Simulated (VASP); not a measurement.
# In (C2/m) in VASP: settings compared

The runs below take In through single point, with PBE, PBE0.

All numbers are computed with VASP 6.6.1; they aren't measurements. Logs are shortened: lines on timing, memory, paths and dates and some standing lists are left out, and cuts for length are marked.

## 1. The cell of the first run

The structure is monoclinic, space group C2/m (No. 12). The conventional cell has a = 4.608 Å, b = 4.731 Å, c = 3.371 Å, α = 90.00°, β = 131.51°, γ = 90.00°. Within 4.3 Å of In (site symmetry 2/m) lie 12 In at 3.30 to 3.47 Å.

## 2. Single point, PBE

The input, INCAR:

```
SYSTEM = In
PREC = Accurate ; ENCUT = 520
EDIFF = 1E-6 ; ISMEAR = -1
SIGMA = 0.6 ; LREAL = .False.
LASPH = .True. ; NELM = 60
ALGO = Normal ; ISIF = 2
LWAVE = .False. ; LCHARG = .False.
GGA = PE ; NBANDS = 12
```

The input, KPOINTS:

```
Automatic mesh
0
Gamma
  11 11 14
  0 0 0
```

The input, POSCAR:

```
In
1.0
   -1.6482197047      1.6973406184      2.5249789927
    1.6973406184     -1.6482197047      2.5249789927
    1.6043570008      1.6043570008     -2.4927016059
In
1
Direct
    0.0000000000      0.0000000000      0.0000000000
```

Potentials or basis: VASP PAW PBE potentials, release 64 (In_d).

Launch:

```console
cat potpaw_PBE.64/In_d/POTCAR > POTCAR
mpirun -np 1 vasp_std > vasp.out
```

OUTCAR:

```text
SYSTEM = In
   PREC = Accurate
   ENCUT = 520
   EDIFF = 1E-6
   ISMEAR = -1
   LREAL = .False.
   LASPH = .True.
   NELM = 60
   ISIF = 2
   GGA = PE

 ion  position               nearest neighbor table
   1  0.000  0.000  0.000-

  Warning from LATTYP: Got some problem with cell dimensions!
  Tried to take original basis but could not verify dimensions!
  LATTYP: Found a base centered monoclinic cell.
 ALAT       =     4.6077265532
 B/A-ratio  =     1.0268267285
 C/A-ratio  =     0.7315277982
 COS(beta)  =    -0.6627023839

  Lattice vectors:

 A1 = (   0.0438627039,  -3.3016976192,  -0.0322773868)
 A2 = (  -3.3016976192,   0.0438627039,  -0.0322773868)
 A3 = (   1.6043570008,   1.6043570008,  -2.4927016059)

Analysis of symmetry for initial positions (statically):
=====================================================================
 Subroutine PRICEL returns:
 Original cell was already a primitive cell.

 Routine SETGRP: Setting up the symmetry group for a
 base centered monoclinic supercell.

 Subroutine GETGRP returns: Found  4 space group operations
 (whereof  4 operations were pure point group operations)
 out of a pool of  4 trial point group operations.

The static configuration has the point symmetry C_2h.

Analysis of symmetry for dynamics (positions and initial velocities):
=====================================================================
 Subroutine PRICEL returns:
 Original cell was already a primitive cell.

 Routine SETGRP: Setting up the symmetry group for a
 base centered monoclinic supercell.

 Subroutine GETGRP returns: Found  4 space group operations
 (whereof  4 operations were pure point group operations)
 out of a pool of  4 trial point group operations.

The dynamic configuration has the point symmetry C_2h.

 Subroutine INISYM returns: Found  4 space group operations
 (whereof  4 operations are pure point group operations),
 and found     1 'primitive' translations

----------------------------------------------------------------------------------------

                                     Primitive cell

  volume of cell :      27.5152

  direct lattice vectors                    reciprocal lattice vectors
    -1.648219705  1.697340618  2.524978993     0.002091654  0.300995246  0.195073325
     1.697340618 -1.648219705  2.524978993     0.300995246  0.002091654  0.195073325
     1.604357001  1.604357001 -2.492701606     0.307011499  0.307011499 -0.005972598

  length of vectors
     3.460218531  3.460218531  3.370680060     0.358686654  0.358686654  0.434220903

  position of ions in fractional coordinates (direct lattice)
     0.000000000  0.000000000  0.000000000

  ion indices of the primitive-cell ions
   primitive index   ion index
                 1           1

----------------------------------------------------------------------------------------

 KPOINTS: Automatic mesh

Automatic generation of k-mesh.
 Grid dimensions read from file:
 generate k-points for:   11   11   14

 Generating k-lattice:

  Cartesian coordinates                     Fractional coordinates (reciprocal lattice)
     0.000190150  0.027363204  0.017733939     0.090909091  0.000000000 -0.000000000
     0.027363204  0.000190150  0.017733939     0.000000000  0.090909091 -0.000000000
     0.021929393  0.021929393 -0.000426614     0.000000000  0.000000000  0.071428571

  Length of vectors
     0.032607878  0.032607878  0.031015779

  Shift w.r.t. Gamma in fractional coordinates (k-lattice)
     0.000000000  0.000000000  0.000000000

 Subroutine IBZKPT returns following result:
 ===========================================

 Found    468 irreducible k-points:

 Following reciprocal coordinates:
            Coordinates               Weight
  0.000000  0.000000  0.000000      1.000000
  0.090909  0.000000 -0.000000      4.000000
  0.181818  0.000000 -0.000000      4.000000
  0.272727 -0.000000 -0.000000      4.000000
  0.363636  0.000000 -0.000000      4.000000
  0.454545  0.000000 -0.000000      4.000000
[... 16 lines left out ...]
 -0.272727  0.181818 -0.000000      4.000000
 -0.181818  0.181818  0.000000      2.000000
 [... further k-points ...]
   k-points           NKPTS =    468   k-points in BZ     NKDIM =    468   number of bands    NBANDS=     12
   number of dos      NEDOS =    301   number of ions     NIONS =      1
   total plane-waves  NPLWV =  21952
   dimension x,y,z NGX =    28 NGY =   28 NGZ =   28
   dimension x,y,z NGXF=    56 NGYF=   56 NGZF=   56
   ions per type =               1
   NGX,Y,Z   is equivalent  to a cutoff of  13.45, 13.45, 13.81 a.u.
   NGXF,Y,Z  is equivalent  to a cutoff of  26.91, 26.91, 27.62 a.u.
 SYSTEM =  In
   PREC   = accura    normal or accurate (medium, high low for compatibility)
   ISTART =      0    job   : 0-new  1-cont  2-samecut
   ICHARG =      2    charge: 1-file 2-atom 10-const
   ISPIN  =      1    spin polarized calculation?
   LNONCOLLINEAR =      F non collinear calculations
   LSORBIT =      F    spin-orbit coupling
   LASPH  =      T    aspherical Exc in radial PAW
   ENCUT  =  520.0 eV  38.22 Ry    6.18 a.u.   6.43  6.43  6.27*2*pi/ulx,y,z
   NELM   =     60;   NELMIN=  2; NELMDL= -5     # of ELM steps
   EDIFF  = 0.1E-05   stopping-criterion for ELM
   LREAL  =      F    real-space projection
   EDIFFG = 0.1E-04   stopping-criterion for IOM
   NSW    =      0    number of steps for IOM
   IBRION =     -1    ionic relax: 0-MD 1-quasi-New 2-CG
   NFREE  =      0    steps in history (QN), initial steepest desc. (CG)
   ISIF   =      2    stress and relaxation
   ISYM   =      2    0-nonsym 1-usesym 2-fastsym
   POTIM  = 0.5000    time-step for ionic-motion
   TEBEG  =    0.0;   TEEND  =   0.0 temperature during run
   PSTRESS=    0.0 pullay stress
   NELECT =      13.0000    total number of electrons
   NUPDOWN=      -1.0000    fix difference up-down
   EMIN   =  10.00;   EMAX   =-10.00  energy-range for DOS
   EFERMI =   0.00;   METHOD = LEGACY
   ISMEAR =    -1;   SIGMA  =   0.60  broadening in eV -4-tet -1-fermi 0-gaus
   EFERMI_NEDOS =   21; number of points for ismear=-14 and -15
   IALGO  =     38    algorithm
   IMIX   =      4    mixing-type and parameters
     AMIX     =   0.40;   BMIX     =  1.00
     AMIX_MAG =   1.60;   BMIX_MAG =  1.00
  volume/ion in A,a.u.               =      27.52       185.68
  Fermi-wavevector in a.u.,A,eV,Ry     =   1.275064  2.409521 22.120188  1.625788
  Thomas-Fermi vector in A             =   2.407797
   LORBIT       =      0    0 simple, 1 ext, 2 COOP (PROOUT), +10 PAW based schemes
   GGA     = PE    functional components
   LHFCALC =     F    Hartree Fock is set to
   AEXX    =    0.0000 exact exchange contribution
   IVDW    =     0    specifies the selected vdW correction
   LEPSILON=     F    determine dielectric tensor
   LRPA    =     F    only Hartree local field effects (RPA)
 non-spin polarized calculation
  energy-cutoff  :      520.00
  volume of cell :       27.52
 maximum number of plane-waves:       753
 NGX is ok and might be reduce to    28
   NGX = 13   NGY = 13   NGZ = 13

 number of electron      12.9999999 magnetization

 Free energy of the ion-electron system (eV)
  ---------------------------------------------------
  ext. energy  EPLUGINS =         0.00000000
  ---------------------------------------------------
  free energy    TOTEN  =        -2.84724943 eV

  energy without entropy =       -2.27270034  energy(sigma->0) =       -2.55997489

 E-fermi :   6.9396     XC(G=0): -10.0144

 val. band max:        6.9361619205   @ k =   0.3636   0.3636   0.2857
 cond. band min:       6.9465630945   @ k =  -0.3636   0.0000   0.3571
 fundamental gap:      0.0104011740
 Fermi energy:         6.9396489267

 k-point     1 :       0.0000    0.0000    0.0000
  band No.  band energies     occupation
      1      -7.6857      2.00000
      2      -7.6010      2.00000
      3      -7.5674      2.00000
      4      -7.5178      2.00000
      5      -7.4214      2.00000
      6      -2.2400      2.00000
      7      16.7628      0.00000
      8      17.0152      0.00000
      9      17.4808      0.00000
     10      18.5334      0.00000
     11      20.2290      0.00000
     12      20.5681      0.00000

 k-point     2 :       0.0909    0.0000   -0.0000
  band No.  band energies     occupation
      1      -7.6747      2.00000
      2      -7.5999      2.00000
      3      -7.5611      2.00000
      4      -7.5126      2.00000
      5      -7.4253      2.00000
      6      -2.0688      2.00000
      7      14.9052      0.00000
      8      16.6932      0.00000
      9      17.1103      0.00000
     10      18.3417      0.00000
     11      20.7672      0.00000
     12      21.0713      0.00000

 k-point     3 :       0.1818    0.0000   -0.0000
  band No.  band energies     occupation
      1      -7.6556      2.00000
      2      -7.6065      2.00000
      3      -7.5463      2.00000
      4      -7.4848      2.00000
      5      -7.4291      2.00000
      6      -1.5504      2.00000
      7      11.9444      0.00048
      8      16.0938      0.00000
      9      16.5283      0.00000
     10      18.2494      0.00000
     11      19.8910      0.00000
     12      21.9924      0.00000
[... 286 lines left out ...]
 k-point    23 :      -0.2727    0.1818   -0.0000
  band No.  band energies     occupation
      1      -7.6771      2.00000
      2      -7.5634      2.00000
      3      -7.5053      2.00000
      4      -7.4868      2.00000
      5      -7.4088      2.00000
      6      -0.6247      1.99999
      7      11.2576      0.00150
      8      13.6909      0.00003
      9      14.3709      0.00001
     10      16.3767      0.00000
     11      17.0028      0.00000
     12      22.4783      0.00000

 k-point    24 :      -0.1818    0.1818    0.0000
  band No.  band energies     occupation
      1      -7.6573      2.00000
      2      -7.5665      2.00000
      3      -7.5278      2.00000
      4      -7.5044      2.00000
      5      -7.4368      2.00000
      6      -1.2832      2.00000
      7      13.6913      0.00003
      8      14.4603      0.00001
      9      14.5802      0.00001
     10      16.3002      0.00000
     11      17.9153      0.00000
     12      22.8523      0.00000

 [... further k-points ...]

------------------------ aborting loop because EDIFF is reached ----------------------------------------

  FORCE on cell =-STRESS in cart. coord.  units (eV):
  Direction    XX          YY          ZZ          XY          YZ          ZX
  --------------------------------------------------------------------------------------
  -------------------------------------------------------------------------------------
  Total        0.2449600      0.2449600      0.2081683      0.0034324     -0.0264660     -0.0264660
  in kB       14.2637501     14.2637501     12.1214105      0.1998632     -1.5410875     -1.5410879
  external PRESSURE =      13.5496369 kB  Pullay stress =       0.0000000 kB

 VOLUME and BASIS-vectors are now :
 -----------------------------------------------------------------------------
  energy-cutoff  :      520.00
  volume of cell :       27.52
      direct lattice vectors                 reciprocal lattice vectors
    -1.648219705  1.697340618  2.524978993     0.002091654  0.300995246  0.195073325
     1.697340618 -1.648219705  2.524978993     0.300995246  0.002091654  0.195073325
     1.604357001  1.604357001 -2.492701606     0.307011499  0.307011499 -0.005972598

 POSITION                                       TOTAL-FORCE (eV/Angst)
 -----------------------------------------------------------------------------------
      0.00000      0.00000      0.00000         0.000000      0.000000      0.000000
 -----------------------------------------------------------------------------------
    total drift:                               -0.000000     -0.000000     -0.000000

  FREE ENERGIE OF THE ION-ELECTRON SYSTEM (eV)
  ---------------------------------------------------
  free  energy   TOTEN  =        -2.8472494275 eV

  energy  without entropy=       -2.2727003438  energy(sigma->0) =       -2.55997489
```

It took 3.4 min on 1 thread of Intel Xeon 8259CL, shared host; peak memory 0.28 GiB.

Results:

```yaml
Free_energy: -2.8472 eV
Pressure: 1.4 GPa
Band_gap_on_the_k_mesh: zero (an odd number of electrons rules out a gap without spin polarisation)
```

Caveat: so wide a smearing shifts energies and pressures; spin-orbit coupling is left out, which moves the levels of the heavy elements.

## 3. Single point, PBE0

The input, POSCAR:

```
In
1.0
   -1.6482196969      1.6973407377      2.5249786890
    1.6973407377     -1.6482196969      2.5249786890
    1.6043570184      1.6043570184     -2.4927012188
In
1
Direct
    0.0000000000      0.0000000000      0.0000000000
```

The input, INCAR.step1:

```
PREC = Accurate
ENCUT = 520
EDIFF = 1E-5
ISMEAR = -1
SIGMA = 0.1
LREAL = False
LASPH = True
NELM = 80
ALGO = Normal
ISIF = 2
LWAVE = True
LCHARG = False
NBANDS = 12
GGA = PE
KPAR = 4
```

The input, INCAR.step2:

```
PREC = Accurate
ENCUT = 520
EDIFF = 1E-7
ISMEAR = -1
SIGMA = 0.1
LREAL = False
LASPH = True
NELM = 80
ALGO = Normal
ISIF = 2
LWAVE = False
LCHARG = False
GGA = PE
LHFCALC = True
AEXX = 0.25
PRECFOCK = Normal
NBANDS = 12
ISTART = 1
KPAR = 4
```

The input, KPOINTS:

```
regular mesh
0
Gamma
  6 6 7
```

Potentials or basis: VASP PAW PBE potentials, release 64 (In_d).

Launch:

```console
cat potpaw_PBE.64/In_d/POTCAR > POTCAR
cp INCAR.step1 INCAR
mpirun -np 4 vasp_std > vasp.out
cp INCAR.step2 INCAR
mpirun -np 4 vasp_std > vasp.out
```

Wall time 51 min (4 MPI ranks of Oxide Virtual Turin-like, shared host); peak memory 0.16 GiB.

Results (log left out):

```yaml
Free_energy: -3.2128 eV
Pressure: -1.6 GPa
Band_gap_on_the_k_mesh: zero (an odd number of electrons rules out a gap without spin polarisation)
```

Stress tensor (GPa, compression positive):
```
-2.47  0.24 -0.94
 0.24 -2.47 -0.94
-0.94 -0.94  0.05
```

Levels at points of the mesh, in eV from the Fermi level:
```csv
k point,band 4,band 5,band 6,band 7,band 8,band 9
"(0.00, 0.00, 0.00)",-17.14,-17.05,-11.06,10.94,11.19,11.71
"(0.50, 0.00, 0.00)",-16.98,-16.93,-5.53,-4.24,8.40,9.93
"(0.50, 0.50, 0.00)",-16.96,-16.87,-2.71,-2.54,4.03,4.96
```

Caveat: the k points lie up to 0.38 Å⁻¹ apart, too coarse for converged energies and pressures of a metal; the PAW data sets were made with another functional, which shifts forces and pressure a little; spin-orbit coupling is left out, which moves the levels of the heavy elements.

The gap in the log of VASP goes by the Fermi energy; the results here count the filled bands.